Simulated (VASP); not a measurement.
# P (P1) in VASP: a series of runs

P is run at these levels: PBE+D3(BJ); tasks: single point.

Everything below comes from runs of VASP 6.6.1. Logs are shortened: lines on timing, memory, paths and dates and some standing lists are left out, and cuts for length are marked.

### 1 The cell of the first run

The typed cell holds 16 atoms: a = 7.126 Å, b = 7.126 Å, c = 7.660 Å, α = 62.28°, β = 62.28°, γ = 60.00°.

### 2 Single point, PBE+D3(BJ) (dynamics (nve) at 2600 K, volume x 1.1, from the last frame before)

File INCAR:

```
SYSTEM = P
ALGO = Normal ; EDIFF = 1E-6
ENCUT = 520 ; GGA = PE
ISIF = 2 ; ISMEAR = -1
IVDW = 12 ; LASPH = .TRUE.
LCHARG = .FALSE. ; LREAL = Auto
LWAVE = .FALSE. ; NBANDS = 54
NELM = 100 ; PREC = Accurate
SIGMA = 0.2241
```

File KPOINTS:

```
Automatic mesh
0
Gamma
  2 2 2
  0.5 0.5 0.5
```

File POSCAR:

```
P
1.0
   -3.5628635720     -6.1710607271      0.0000000000
   -7.1257271440      0.0000000000      0.0000000000
   -3.5628635720     -2.0570202424     -6.4614128885
P
16
Direct
    0.6110669165      0.6405657201      0.1588627778
    0.6202815452      0.0980872777      0.1660819419
    0.1343585310      0.5826016648      0.1546568865
    0.5937531094      0.7000608392      0.6230519655
    0.2259286823      0.0414473190      0.1225162381
    0.6229385096      0.1410623435      0.6903172846
    0.0567979263      0.6022359497      0.6667467432
    0.0943274240      0.0978271052      0.6692796258
    0.8880210345      0.8295920608      0.3733610654
    0.9024305070      0.4162961764      0.3183802112
    0.4045243394      0.8772193268      0.3572447760
    0.8751942379      0.8753026627      0.8611899744
    0.3990095678      0.4123717747      0.3330053406
    0.8208651528      0.3880729276      0.8120694484
    0.4020502546      0.9399155280      0.8135658703
    0.3484520932      0.3573414365      0.8796699883
```

Potentials or basis: VASP PAW PBE potentials, release 64 (P).

On the command line:

```console
$ cat potpaw_PBE.64/P/POTCAR > POTCAR
$ mpirun -np 1 vasp_std > vasp.out
```

OUTCAR:

```text
SYSTEM = P
   EDIFF = 1E-6
   ENCUT = 520
   GGA = PE
   ISIF = 2
   ISMEAR = -1
   IVDW = 12
   LASPH = .TRUE.
   LREAL = Auto
   NELM = 100
   PREC = Accurate
 IVDW          = 12

 ion  position               nearest neighbor table
   1  0.611  0.641  0.159-  11 2.27  13 2.30  10 2.36  12 2.67   5 2.81
   2  0.620  0.098  0.166-  11 2.27   9 2.48  13 2.53  14 2.79  12 2.81  16 2.93
   3  0.134  0.583  0.155-  10 2.09  13 2.34   9 2.43  16 2.65  12 2.91
   4  0.594  0.700  0.623-  15 2.25  14 2.29   9 2.34  11 2.45
   5  0.226  0.041  0.123-  11 2.21  15 2.37  16 2.42   1 2.81   9 2.90
   6  0.623  0.141  0.690-  16 2.17  12 2.24  15 2.24
   7  0.057  0.602  0.667-  14 2.37  12 2.46   9 2.51  16 2.63  13 2.90
   8  0.094  0.098  0.669-  12 2.30  14 2.32  15 2.43  11 2.86
   9  0.888  0.830  0.373-   4 2.34   3 2.43   2 2.48   7 2.51   5 2.90
  10  0.902  0.416  0.318-   3 2.09   1 2.36
  11  0.405  0.877  0.357-   5 2.21   1 2.27   2 2.27   4 2.45   8 2.86
  12  0.875  0.875  0.861-   6 2.24   8 2.30   7 2.46   1 2.67   2 2.81   3 2.91
  13  0.399  0.412  0.333-   1 2.30   3 2.34   2 2.53   7 2.90
  14  0.821  0.388  0.812-   4 2.29   8 2.32   7 2.37   2 2.79
  15  0.402  0.940  0.814-   6 2.24   4 2.25   5 2.37   8 2.43
  16  0.348  0.357  0.880-   6 2.17   5 2.42   7 2.63   3 2.65   2 2.93

  LATTYP: Found a trigonal (rhomboedric) cell.
 ALAT       =     7.6599729520
 COS(alpha) =     0.5673129383

  Lattice vectors:

 A1 = (   0.0000000000,   4.1140404847,  -6.4614128885)
 A2 = (   3.5628635720,  -2.0570202424,  -6.4614128885)
 A3 = (  -3.5628635720,  -2.0570202424,  -6.4614128885)

Analysis of symmetry for initial positions (statically):
=====================================================================
 Subroutine PRICEL returns:
 Original cell was already a primitive cell.

 Routine SETGRP: Setting up the symmetry group for a
 trigonal (rhombohedral) supercell.

 Subroutine GETGRP returns: Found  1 space group operations
 (whereof  1 operations were pure point group operations)
 out of a pool of 12 trial point group operations.

The static configuration has the point symmetry C_1 .

Analysis of symmetry for dynamics (positions and initial velocities):
=====================================================================
 Subroutine PRICEL returns:
 Original cell was already a primitive cell.

 Routine SETGRP: Setting up the symmetry group for a
 trigonal (rhombohedral) supercell.

 Subroutine GETGRP returns: Found  1 space group operations
 (whereof  1 operations were pure point group operations)
[... 123 lines left out ...]
   ISIF   =      2    stress and relaxation
   ISYM   =      2    0-nonsym 1-usesym 2-fastsym
   POTIM  = 0.5000    time-step for ionic-motion
   TEBEG  =    0.0;   TEEND  =   0.0 temperature during run
   PSTRESS=    0.0 pullay stress
   NELECT =      80.0000    total number of electrons
   NUPDOWN=      -1.0000    fix difference up-down
   EMIN   =  10.00;   EMAX   =-10.00  energy-range for DOS
   EFERMI =   0.00;   METHOD = LEGACY
   ISMEAR =    -1;   SIGMA  =   0.22  broadening in eV -4-tet -1-fermi 0-gaus
   EFERMI_NEDOS =   21; number of points for ismear=-14 and -15
   IALGO  =     38    algorithm
   IMIX   =      4    mixing-type and parameters
     AMIX     =   0.40;   BMIX     =  1.00
     AMIX_MAG =   1.60;   BMIX_MAG =  1.00
  volume/ion in A,a.u.               =      17.76       119.84
  Fermi-wavevector in a.u.,A,eV,Ry     =   1.072999  2.027674 15.664753  1.151327
  Thomas-Fermi vector in A             =   2.208786
   LORBIT       =      0    0 simple, 1 ext, 2 COOP (PROOUT), +10 PAW based schemes
   GGA     = PE    functional components
   LHFCALC =     F    Hartree Fock is set to
   AEXX    =    0.0000 exact exchange contribution
   IVDW    =    12    specifies the selected vdW correction
   LEPSILON=     F    determine dielectric tensor
   LRPA    =     F    only Hartree local field effects (RPA)
 non-spin polarized calculation
  energy-cutoff  :      520.00
  volume of cell :      284.13
 maximum number of plane-waves:      7657
 NGX is ok and might be reduce to    54
   NGX = 27   NGY = 27   NGZ = 29

 number of electron      80.0000000 magnetization

 Free energy of the ion-electron system (eV)
  ---------------------------------------------------
  ext. energy  EPLUGINS =         0.00000000
  ---------------------------------------------------
  free energy    TOTEN  =       -81.46423558 eV

  energy without entropy =      -80.52311081  energy(sigma->0) =      -80.99367319

 E-fermi :   7.2688     XC(G=0): -10.2780

 val. band max:        7.1727335185   @ k =   0.0000  -0.2500   0.5000
 cond. band min:       7.3471091803   @ k =   0.2500   0.0000   0.5000
 fundamental gap:      0.1743756618
 Fermi energy:         7.2687672396

 k-point     1 :       0.2500    0.2500    0.2500
  band No.  band energies     occupation
      1      -8.2341      2.00000
      2      -6.8360      2.00000
      3      -6.3897      2.00000
      4      -5.8718      2.00000
      5      -5.4777      2.00000
      6      -5.0459      2.00000
[... 649 lines left out ...]
     51       9.7204      0.00004
     52      10.0269      0.00001
 [bands above 52 left out]

------------------------ aborting loop because EDIFF is reached ----------------------------------------

 Edisp (eV)   -6.31961

 E8    (eV) :    -2.3911

  FORCE on cell =-STRESS in cart. coord.  units (eV):
  Direction    XX          YY          ZZ          XY          YZ          ZX
  --------------------------------------------------------------------------------------
  -------------------------------------------------------------------------------------
  Total      -9.82553    -9.44678    -5.27129     0.43103     0.49957    -0.90730
  in kB     -55.40516   -53.26944   -29.72428     2.43053     2.81704    -5.11615
  external pressure =      -46.13 kB  Pullay stress =        0.00 kB

 VOLUME and BASIS-vectors are now :
 -----------------------------------------------------------------------------
  energy-cutoff  :      520.00
  volume of cell :      284.13
      direct lattice vectors                 reciprocal lattice vectors
    -3.562863572 -6.171060727  0.000000000     0.000000000 -0.162046696  0.051588304
    -7.125727144  0.000000000  0.000000000    -0.140336555  0.081023348  0.051588304
    -3.562863572 -2.057020242 -6.461412888     0.000000000  0.000000000 -0.154764912

 POSITION                                       TOTAL-FORCE (eV/Angst)
 -----------------------------------------------------------------------------------
     -7.30765     -4.09771     -1.02648         0.299339     -0.783834     -0.100908
     -3.50065     -4.16943     -1.07312        -0.611474     -0.428328     -0.466052
     -5.18118     -1.14727     -0.99930        -2.026675     -0.308637      0.312335
     -9.32375     -4.94572     -4.02580         0.861585     -0.738648      0.160771
     -1.53680     -1.64624     -0.79163        -1.118914      2.005432     -0.164416
     -5.68412     -5.26419     -4.46042         0.771920      0.276332      1.124103
[... 8 lines left out ...]
    -11.02866     -4.15460     -5.25679         0.751030      0.354228     -0.061253
     -6.92195     -3.95982     -5.68391         0.006281      0.456503     -0.700881
 -----------------------------------------------------------------------------------
    total drift:                               -0.001716     -0.009241     -0.002845

  FREE ENERGIE OF THE ION-ELECTRON SYSTEM (eV)
  ---------------------------------------------------
  free  energy   TOTEN  =       -87.7838487229 eV

  energy  without entropy=      -86.8427239491  energy(sigma->0) =      -87.31328634
```

OSZICAR:

```text
N       E                     dE             d eps       ncg     rms          rms(c)
DAV:   1     0.304215729186E+03    0.30422E+03   -0.33719E+04  1296   0.129E+03
DAV:   2    -0.545745434911E+02   -0.35879E+03   -0.34150E+03  1590   0.205E+02
DAV:   3    -0.810679200690E+02   -0.26493E+02   -0.25571E+02  1632   0.529E+01
DAV:   4    -0.818450217828E+02   -0.77710E+00   -0.76492E+00  1688   0.968E+00
DAV:   5    -0.818633632983E+02   -0.18342E-01   -0.18291E-01  1672   0.147E+00    0.188E+01
DAV:   6    -0.815365115346E+02    0.32685E+00   -0.53722E-01  1664   0.277E+00    0.111E+01
DAV:   7    -0.814655673924E+02    0.70944E-01   -0.42391E-01  1536   0.223E+00    0.134E+00
DAV:   8    -0.814644948891E+02    0.10725E-02   -0.49773E-02  1544   0.862E-01    0.554E-01
DAV:   9    -0.814640403679E+02    0.45452E-03   -0.62370E-03  1672   0.269E-01    0.355E-01
DAV:  10    -0.814641131959E+02   -0.72828E-04   -0.14808E-03  1648   0.142E-01    0.120E-01
DAV:  11    -0.814642143030E+02   -0.10111E-03   -0.43690E-04  1624   0.815E-02    0.421E-02
DAV:  12    -0.814642245616E+02   -0.10259E-04   -0.61902E-05  1528   0.298E-02    0.298E-02
DAV:  13    -0.814642347248E+02   -0.10163E-04   -0.19474E-05  1488   0.170E-02    0.555E-03
DAV:  14    -0.814642355803E+02   -0.85547E-06   -0.23258E-06  1080   0.604E-03
   1 F= -.87783849E+02 E0= -.87313286E+02  d E =-.941125E+00
```

Run time: 4 min. Hardware: 1 thread of Intel Xeon Platinum 8488C (Sapphire Rapids), shared host; peak memory 0.43 GiB.

Results:

```
Free energy                : -87.7838 eV
Pressure                   : -4.6 GPa
Largest force              : 2.338 eV/Å
Band gap on the k mesh     : zero (band 40 reaches 7.41 eV, above the bottom of band 41 at 7.37 eV)
Dispersion energy per atom : -0.395 eV
```

Forces in eV/Å, atoms in the order of the input:
```
P    0.299 -0.784 -0.101
P   -0.611 -0.428 -0.466
P   -2.027 -0.309  0.312
P    0.862 -0.739  0.161
P   -1.119  2.005 -0.164
P    0.772  0.276  1.124
P   -0.172 -0.726 -0.336
P   -0.704  0.030  0.405
P   -0.424  0.511  0.733
P    2.198  0.345 -0.719
P   -0.026  0.287  0.356
P    0.168 -0.258 -0.201
P    1.142  0.034 -0.172
P   -1.116 -1.056 -0.169
P    0.751  0.354 -0.061
P    0.006  0.457 -0.701
```

Stress tensor (GPa, compression positive):
```
-5.54  0.24 -0.51
 0.24 -5.33  0.28
-0.51  0.28 -2.97
```

Caveat: the k points lie up to 0.53 Å⁻¹ apart; pairwise dispersion overbinds metals, which lowers pressure and volume; forces of over 1 eV/Å act on the atoms, so gaps and moduli don't describe the material at rest.

### 3 Single point, PBE+D3(BJ) (dynamics (nve) at 2600 K, volume x 1.1, from the last frame before)

File INCAR:

```
SYSTEM = P
ALGO     = Normal         ! electronic algorithm
EDIFF    = 1E-6           ! SCF threshold, eV
ENCUT    = 520            ! plane-wave cutoff, eV
GGA      = PE             ! functional
ISIF     = 2              ! what is computed and relaxed
ISMEAR   = -1             ! smearing method
IVDW     = 12             ! dispersion correction
LASPH    = .TRUE.         ! aspherical terms in the spheres
LCHARG   = .TRUE.         ! write CHGCAR
LELF     = .TRUE.         ! ELF
LREAL    = Auto         
LVHAR    = .TRUE.       
LWAVE    = .FALSE.        ! write WAVECAR
NBANDS   = 54             ! bands
NELM     = 100            ! most SCF steps
PREC     = Accurate       ! precision mode
SIGMA    = 0.2241         ! smearing width, eV
```

KPOINTS is that of step 2.

File POSCAR:

```
P
1.0
   -3.5628635720     -6.1710607271      0.0000000000
   -7.1257271440      0.0000000000      0.0000000000
   -3.5628635720     -2.0570202424     -6.4614128885
P
16
Direct
    0.5850093543      0.6707969547      0.1283019696
    0.5879479327      0.1699508286      0.1167278756
    0.0941156854      0.6296747062      0.1743256497
    0.6093971996      0.5967159044      0.6809674720
    0.0547158772      0.1479089359      0.2041520984
    0.6412859613      0.0848089436      0.7019952259
    0.1228244572      0.6434371109      0.5951894835
    0.1614216410      0.0873782407      0.6525532531
    0.9091651151      0.8937509684      0.3540197848
    0.7773250201      0.3634459647      0.3870117950
    0.3984022923      0.8959689353      0.3340537182
    0.9513281423      0.8358730434      0.8317114372
    0.3501015524      0.3589360544      0.3150995046
    0.9222526937      0.3984195655      0.7734302213
    0.4126879212      0.8728388000      0.8842595418
    0.4220191992      0.3500952671      0.8662009527
```

Potentials or basis: VASP PAW PBE potentials, release 64 (P).

On the command line:

```console
$ cat potpaw_PBE.64/P/POTCAR > POTCAR
$ mpirun -np 1 vasp_std > vasp.out
```

Wall time 3.3 min (1 thread of Intel Xeon Platinum 8488C (Sapphire Rapids), shared host); peak memory 0.43 GiB.

It converged, with:

```
Free energy                : -88.4002 eV
Pressure                   : -3.8 GPa
Largest force              : 2.816 eV/Å
Band gap on the k mesh     : zero (band 40 reaches 7.30 eV, above the bottom of band 41 at 7.24 eV)
Dispersion energy per atom : -0.395 eV
```

Forces in eV/Å, atoms in the order of the input:
```
P    0.103 -0.908 -1.131
P    1.742 -0.755  0.224
P   -0.124  0.557  0.241
P   -0.170  0.224  0.494
P   -0.121 -1.075  0.694
P   -0.285 -0.168  0.596
P    0.187  0.434 -0.196
P   -0.370  0.544  0.327
P    1.564 -0.211 -0.724
P   -0.707 -0.339  0.020
P    0.039  0.376  0.927
P   -0.354  0.880  0.171
P   -2.230  0.233 -1.703
P   -0.113 -0.722 -0.779
P    1.053  0.818  0.672
P   -0.213  0.111  0.166
```

Stress tensor (GPa, compression positive):
```
-6.10  0.34  1.15
 0.34 -3.51  1.41
 1.15  1.41 -1.67
```

Levels at points of the mesh, in eV from the Fermi level:
| k point | band 38 | band 39 | band 40 | band 41 | band 42 | band 43 |
| --- | --- | --- | --- | --- | --- | --- |
| (0.25, 0.25, 0.25) | -1.18 | -0.84 | -0.54 | 0.13 | 0.49 | 0.68 |

Caveat: the k points lie up to 0.53 Å⁻¹ apart; pairwise dispersion overbinds metals, which lowers pressure and volume; forces of over 1 eV/Å act on the atoms, so gaps and moduli don't describe the material at rest.

### 4 Single point, PBE+D3(BJ) (dynamics (nve) at 2600 K, volume x 1.1, from the last frame before)

File INCAR:

```
ALGO     = Normal         # electronic algorithm
EDIFF    = 1E-6           # SCF threshold, eV
ENCUT    = 520            # plane-wave cutoff, eV
GGA      = PE             # functional
ISIF     = 2              # what is computed and relaxed
ISMEAR   = -1             # smearing method
IVDW     = 12             # dispersion correction
LASPH    = T              # aspherical terms in the spheres
LCHARG   = F              # write CHGCAR
LREAL    = Auto         
LWAVE    = F              # write WAVECAR
NBANDS   = 54             # bands
NELM     = 100            # most SCF steps
PREC     = Accurate       # precision mode
SIGMA    = 0.2241         # smearing width, eV
```

KPOINTS is that of step 3.

File POSCAR:

```
P
1.0
   -3.5628635720     -6.1710607271      0.0000000000
   -7.1257271440      0.0000000000      0.0000000000
   -3.5628635720     -2.0570202424     -6.4614128885
P
16
Direct
    0.6464123325      0.5828995121      0.1152230964
    0.6521882086      0.0546942737      0.1749982580
    0.1264139058      0.6329977730      0.2068993304
    0.6526011319      0.6228400127      0.6338497587
    0.1571585908      0.1244430291      0.1477262042
    0.5788682777      0.1035127491      0.6336163732
    0.0962104110      0.6503405585      0.6724725807
    0.0924108919      0.1769573173      0.6757059292
    0.8486849781      0.8751998109      0.3829818714
    0.8761085535      0.3899155265      0.3378148151
    0.4191793202      0.8578385186      0.3302820972
    0.8426653347      0.9108031526      0.8650352634
    0.4112790380      0.3416113831      0.3428931161
    0.8887339599      0.4446537676      0.8205129577
    0.3672525031      0.8867717770      0.8170612358
    0.3438328728      0.3445208037      0.8429267861
```

On the command line:

```console
$ cat potpaw_PBE.64/P/POTCAR > POTCAR
$ mpirun -np 1 vasp_std > vasp.out
```

It took 3.4 min on 1 thread of Intel Xeon Platinum 8488C (Sapphire Rapids), shared host; peak memory 0.42 GiB.

It converged, with:

```yaml
Free_energy: -88.1976 eV
Pressure: -5.0 GPa
Largest_force: 2.299 eV/Å
Band_gap_on_the_k_mesh: zero (band 40 reaches 7.38 eV, above the bottom of band 41 at 7.25 eV)
Dispersion_energy_per_atom: -0.395 eV
```

Forces in eV/Å, atoms in the order of the input:
```
P   -1.253 -0.186 -1.319
P   -0.151  1.371  0.622
P    1.750  0.588  0.553
P   -0.059  1.011  0.243
P   -0.063  0.352 -0.196
P   -1.542 -0.373 -0.843
P   -0.324 -0.503 -0.136
P    2.098 -0.223  0.914
P    0.215 -1.364 -1.068
P    0.069 -0.885  1.166
P    0.017  0.671  0.643
P    0.453 -0.328  0.760
P   -0.695  0.548 -0.121
P    0.489  0.480 -0.776
P   -0.248 -0.494 -0.272
P   -0.756 -0.665 -0.171
```

Stress tensor (GPa, compression positive):
```
-5.39  0.77  2.09
 0.77 -5.08  0.50
 2.09  0.50 -4.54
```

Levels at points of the mesh, in eV from the Fermi level:
```
           k point  band 37  band 38  band 39  band 40  band 41  band 42  band 43  band 44
(0.25, 0.25, 0.25)    -1.51    -1.19    -0.90    -0.49    -0.01     0.39     0.58     0.78
```

Caveat: the k points lie up to 0.53 Å⁻¹ apart; pairwise dispersion overbinds metals, which lowers pressure and volume; forces of over 1 eV/Å act on the atoms, so gaps and moduli don't describe the material at rest.
